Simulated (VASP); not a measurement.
# C (P-3m1) in VASP: single point with PBEsol

Aim: the single point of C with PBEsol.

All numbers are computed with VASP 6.6.1; they aren't measurements. Logs are shortened: lines on timing, memory, paths and dates and some standing lists are left out, and cuts for length are marked.

## 1. The cell of the first run

The structure is trigonal, space group P-3m1 (No. 164). Conventional cell: a = 2.509 Å, b = 2.509 Å, c = 16.473 Å, α = 90.00°, β = 90.00°, γ = 120.00°. C (site symmetry 3m) has 4 C at 1.54 Å within 2.0 Å. C (site symmetry 3m) has 4 C at 1.54 Å within 2.0 Å. C (site symmetry 3m) has 4 C at 1.54 Å within 2.0 Å. Within 2.0 Å of C (site symmetry 3m) lie 4 C at 1.54 Å. Within 2.0 Å of C (site symmetry 3m) lie 4 C at 1.54 Å. C (site symmetry 3m) has 4 C at 1.54 Å within 2.0 Å. C (site symmetry 3m) has 4 C at 1.54 to 1.56 Å within 2.0 Å. C (site symmetry 3m) has 4 C at 1.54 to 1.56 Å within 2.1 Å.

## 2. Single point, PBEsol

Contents of INCAR:

```
ALGO = Normal ; EDIFF = 1E-6
ENCUT = 910 ; GGA = PS
GGA_COMPAT = False ; ISIF = 2
ISMEAR = 0 ; LASPH = True
LCHARG = False ; LREAL = Auto
LWAVE = False ; NBANDS = 46
NELM = 120 ; PREC = Accurate
SIGMA = 0.02
```

Contents of KPOINTS:

```
k-points
0
Gamma
  12 12 2
```

Contents of POSCAR:

```
C
1.0
    2.5092026052      0.0000000000      0.0000000000
   -1.2546013026      2.1730331993      0.0000000000
    0.0000000000      0.0000000000     16.4725541636
C
16
Direct
    0.0000000000      0.0000000000      0.0003763158
    0.0000000000      0.0000000000      0.0937963999
    0.3333333333      0.6666666667      0.1249536001
    0.3333333333      0.6666666667      0.2183736842
    0.6666666667      0.3333333333      0.2495324898
    0.6666666667      0.3333333333      0.3429437926
    0.0000000000      0.0000000000      0.3741141617
    0.0000000000      0.0000000000      0.4674495836
    0.3333333333      0.6666666667      0.4988570130
    0.3333333333      0.6666666667      0.5935608774
    0.0000000000      0.0000000000      0.6251891226
    0.0000000000      0.0000000000      0.7198929870
    0.3333333333      0.6666666667      0.7513004164
    0.3333333333      0.6666666667      0.8446358383
    0.6666666667      0.3333333333      0.8758062074
    0.6666666667      0.3333333333      0.9692175102
```

Potentials or basis: VASP PAW PBE potentials, release 64 (C_h).

On the command line:

```sh
cat potpaw_PBE.64/C_h/POTCAR > POTCAR
mpirun -np 1 vasp_std > vasp.out
```

OUTCAR:

```text
EDIFF = 1E-6
   ENCUT = 910
   GGA = PS
   ISIF = 2
   ISMEAR = 0
   LASPH = True
   LREAL = Auto
   NELM = 120
   PREC = Accurate

 ion  position               nearest neighbor table
   1  0.000  0.000  0.000-
   2  0.000  0.000  0.094-
   3  0.333  0.667  0.125-
   4  0.333  0.667  0.218-
   5  0.667  0.333  0.250-
   6  0.667  0.333  0.343-
[... 8 lines left out ...]
  15  0.667  0.333  0.876-
  16  0.667  0.333  0.969-

  LATTYP: Found a hexagonal cell.
 ALAT       =     2.5092026052
 C/A-ratio  =     6.5648561537

  Lattice vectors:

 A1 = (   2.5092026052,   0.0000000000,   0.0000000000)
 A2 = (  -1.2546013026,   2.1730331993,   0.0000000000)
 A3 = (   0.0000000000,   0.0000000000,  16.4725541636)

Analysis of symmetry for initial positions (statically):
=====================================================================
 Subroutine PRICEL returns:
 Original cell was already a primitive cell.

 Routine SETGRP: Setting up the symmetry group for a
 hexagonal supercell.

 Subroutine GETGRP returns: Found 12 space group operations
 (whereof  6 operations were pure point group operations)
 out of a pool of 24 trial point group operations.

The static configuration has the point symmetry C_3v.
 The point group associated with its full space group is D_3d.

Analysis of symmetry for dynamics (positions and initial velocities):
=====================================================================
 Subroutine PRICEL returns:
 Original cell was already a primitive cell.

 Routine SETGRP: Setting up the symmetry group for a
 hexagonal supercell.

 Subroutine GETGRP returns: Found 12 space group operations
 (whereof  6 operations were pure point group operations)
 out of a pool of 24 trial point group operations.

The dynamic configuration has the point symmetry C_3v.
 The point group associated with its full space group is D_3d.

 Subroutine INISYM returns: Found 12 space group operations
 (whereof  6 operations are pure point group operations),
 and found     1 'primitive' translations

----------------------------------------------------------------------------------------

                                     Primitive cell

  volume of cell :      89.8179

  direct lattice vectors                    reciprocal lattice vectors
     2.509202605  0.000000000  0.000000000     0.398532983  0.230093125  0.000000000
[... 120 lines left out ...]
   ISIF   =      2    stress and relaxation
   ISYM   =      2    0-nonsym 1-usesym 2-fastsym
   POTIM  = 0.5000    time-step for ionic-motion
   TEBEG  =    0.0;   TEEND  =   0.0 temperature during run
   PSTRESS=    0.0 pullay stress
   NELECT =      64.0000    total number of electrons
   NUPDOWN=      -1.0000    fix difference up-down
   EMIN   =  10.00;   EMAX   =-10.00  energy-range for DOS
   EFERMI =   0.00;   METHOD = LEGACY
   ISMEAR =     0;   SIGMA  =   0.02  broadening in eV -4-tet -1-fermi 0-gaus
   EFERMI_NEDOS =   21; number of points for ismear=-14 and -15
   IALGO  =     38    algorithm
   IMIX   =      4    mixing-type and parameters
     AMIX     =   0.40;   BMIX     =  1.00
     AMIX_MAG =   1.60;   BMIX_MAG =  1.00
  volume/ion in A,a.u.               =       5.61        37.88
  Fermi-wavevector in a.u.,A,eV,Ry     =   1.462224  2.763202 29.090590  2.138098
  Thomas-Fermi vector in A             =   2.578462
   LORBIT       =      0    0 simple, 1 ext, 2 COOP (PROOUT), +10 PAW based schemes
   GGA     = PS    functional components
   LHFCALC =     F    Hartree Fock is set to
   AEXX    =    0.0000 exact exchange contribution
   IVDW    =     0    specifies the selected vdW correction
   LEPSILON=     F    determine dielectric tensor
   LRPA    =     F    only Hartree local field effects (RPA)
 non-spin polarized calculation
 Gauss-broadening in eV      SIGMA  =   0.02
  energy-cutoff  :      910.00
  volume of cell :       89.82
 maximum number of plane-waves:      5640
 NGX is ok and might be reduce to    28
   NGX = 13   NGY = 13   NGZ = 81

 number of electron      64.0000000 magnetization

 Free energy of the ion-electron system (eV)
  ---------------------------------------------------
  ext. energy  EPLUGINS =         0.00000000
  ---------------------------------------------------
  free energy    TOTEN  =      -154.13417031 eV

  energy without entropy =     -154.13417031  energy(sigma->0) =     -154.13417031

 E-fermi :  11.3150     XC(G=0): -13.6241

 val. band max:       11.1651360767   @ k =   0.0000   0.0000   0.0000
 cond. band min:      15.3399281115   @ k =   0.3333   0.0000   0.5000
 fundamental gap:      4.1747920348
 Fermi energy:        11.3150112973

 k-point     1 :       0.0000    0.0000    0.0000
  band No.  band energies     occupation
      1     -10.5875      2.00000
      2     -10.1720      2.00000
      3     -10.1250      2.00000
      4      -8.8618      2.00000
      5      -8.8598      2.00000
      6      -6.7965      2.00000
[... 1117 lines left out ...]
     43      19.4686      0.00000
     44      19.8104      0.00000

 [... further k-points ...]

 [bands above 44 left out]

------------------------ aborting loop because EDIFF is reached ----------------------------------------

  FORCE on cell =-STRESS in cart. coord.  units (eV):
  Direction    XX          YY          ZZ          XY          YZ          ZX
  --------------------------------------------------------------------------------------
  -------------------------------------------------------------------------------------
  Total       -0.0030645     -0.0030645     -0.0133237      0.0000000      0.0000000      0.0000000
  in kB       -0.0546646     -0.0546646     -0.2376691      0.0000000      0.0000000      0.0000000
  external PRESSURE =      -0.1156661 kB  Pullay stress =       0.0000000 kB

 VOLUME and BASIS-vectors are now :
 -----------------------------------------------------------------------------
  energy-cutoff  :      910.00
  volume of cell :       89.82
      direct lattice vectors                 reciprocal lattice vectors
     2.509202605  0.000000000  0.000000000     0.398532983  0.230093125  0.000000000
    -1.254601303  2.173033199  0.000000000     0.000000000  0.460186250  0.000000000
     0.000000000  0.000000000 16.472554164     0.000000000  0.000000000  0.060707040

 POSITION                                       TOTAL-FORCE (eV/Angst)
 -----------------------------------------------------------------------------------
      0.00000      0.00000      0.00620        -0.000000      0.000000      0.001227
      0.00000      0.00000      1.54507         0.000000      0.000000     -0.000561
     -0.00000      1.44869      2.05830        -0.000000     -0.000000      0.000561
     -0.00000      1.44869      3.59717         0.000000     -0.000000     -0.001227
      1.25460      0.72434      4.11044        -0.000000      0.000000      0.000440
      1.25460      0.72434      5.64916        -0.000000      0.000000      0.000223
[... 8 lines left out ...]
      1.25460      0.72434     14.42677        -0.000000     -0.000000     -0.000223
      1.25460      0.72434     15.96549         0.000000     -0.000000     -0.000440
 -----------------------------------------------------------------------------------
    total drift:                               -0.000000      0.000000     -0.000005

  FREE ENERGIE OF THE ION-ELECTRON SYSTEM (eV)
  ---------------------------------------------------
  free  energy   TOTEN  =      -154.1341703065 eV

  energy  without entropy=     -154.1341703065  energy(sigma->0) =     -154.13417031
```

OSZICAR:

```text
N       E                     dE             d eps       ncg     rms          rms(c)
DAV:   1     0.291296718503E+03    0.29130E+03   -0.49021E+04  3496   0.215E+03
DAV:   2    -0.131534876844E+03   -0.42283E+03   -0.39626E+03  4500   0.332E+02
DAV:   3    -0.158755797150E+03   -0.27221E+02   -0.26949E+02  4538   0.799E+01
DAV:   4    -0.159366520742E+03   -0.61072E+00   -0.60849E+00  4760   0.113E+01
DAV:   5    -0.159380306457E+03   -0.13786E-01   -0.13767E-01  4466   0.180E+00    0.134E+01
DAV:   6    -0.155495213589E+03    0.38851E+01   -0.25357E+00  4310   0.661E+00    0.731E+00
DAV:   7    -0.154126155801E+03    0.13691E+01   -0.29848E+00  4186   0.728E+00    0.927E-01
DAV:   8    -0.154133706572E+03   -0.75508E-02   -0.92283E-02  4564   0.157E+00    0.923E-02
DAV:   9    -0.154134084811E+03   -0.37824E-03   -0.21234E-03  4324   0.231E-01    0.446E-02
DAV:  10    -0.154134165773E+03   -0.80963E-04   -0.14631E-04  4562   0.602E-02    0.147E-02
DAV:  11    -0.154134170138E+03   -0.43646E-05   -0.19795E-05  4320   0.223E-02    0.324E-03
DAV:  12    -0.154134170306E+03   -0.16847E-06   -0.12385E-06  3332   0.597E-03
   1 F= -.15413417E+03 E0= -.15413417E+03  d E =-.320353E-28
```

stdout:

```text
POSCAR found type information on POSCAR C
 POSCAR found :  1 types and      16 ions
 scaLAPACK will be used
 -----------------------------------------------------------------------------
|                                                                             |
|                                                                             |
|     You enforced a specific xc type in the INCAR file but a different       |
|     I HOPE YOU KNOW WHAT YOU ARE DOING!                                     |
|                                                                             |
 -----------------------------------------------------------------------------

 LDA part: xc-table for (Slater+PW92), standard interpolation
 POSCAR, INCAR and KPOINTS ok, starting setup
 FFT: planning ... GRIDC
 FFT: planning ... GRID_SOFT
 FFT: planning ... GRID
 WAVECAR not read
 entering main loop
```

Wall time 4.5 min (1 thread of Intel Xeon 6975P-C (Granite Rapids), shared host); peak memory 0.44 GiB.

Results:

* Free energy: -154.1342 eV
* Pressure: 0.0 GPa
* Band gap on the k mesh: 4.17 eV (least direct gap 5.36 eV)

Forces in eV/Å, atoms in the order of the input:
```
C    0.000  0.000  0.001
C    0.000  0.000 -0.001
C    0.000  0.000  0.001
C    0.000  0.000 -0.001
C    0.000  0.000  0.000
C    0.000  0.000  0.000
C    0.000  0.000  0.000
C    0.000  0.000  0.003
C    0.000  0.000 -0.001
C    0.000  0.000  0.000
C    0.000  0.000  0.000
C    0.000  0.000  0.001
C    0.000  0.000 -0.003
C    0.000  0.000  0.000
C    0.000  0.000  0.000
C    0.000  0.000  0.000
```

Levels at points of the mesh, in eV from the valence-band top:
| k point | band 28 | band 29 | band 30 | band 31 | band 32 | band 33 | band 34 | band 35 | band 36 | band 37 |
| --- | --- | --- | --- | --- | --- | --- | --- | --- | --- | --- |
| (0.00, 0.00, 0.00) | -0.65 | -0.65 | -0.13 | 0.00 | 0.00 | 5.36 | 5.36 | 5.50 | 6.16 | 6.16 |
| (0.50, 0.00, 0.00) | -3.86 | -3.67 | -3.65 | -3.31 | -2.93 | 4.51 | 4.77 | 4.83 | 5.17 | 5.90 |
| (0.00, 0.00, 0.50) | -0.84 | -0.26 | -0.26 | -0.14 | -0.14 | 5.49 | 5.49 | 5.76 | 5.76 | 5.90 |
| (0.50, 0.00, 0.50) | -4.33 | -4.20 | -3.16 | -3.14 | -3.13 | 4.55 | 4.63 | 4.88 | 5.28 | 5.30 |

Caveat: the cutoff is under 1.25 times the usual one of these potentials, so pressure, stress and relaxed cells hold a basis-set (Pulay) error; the PAW data sets were made with another functional, which shifts forces and pressure a little.
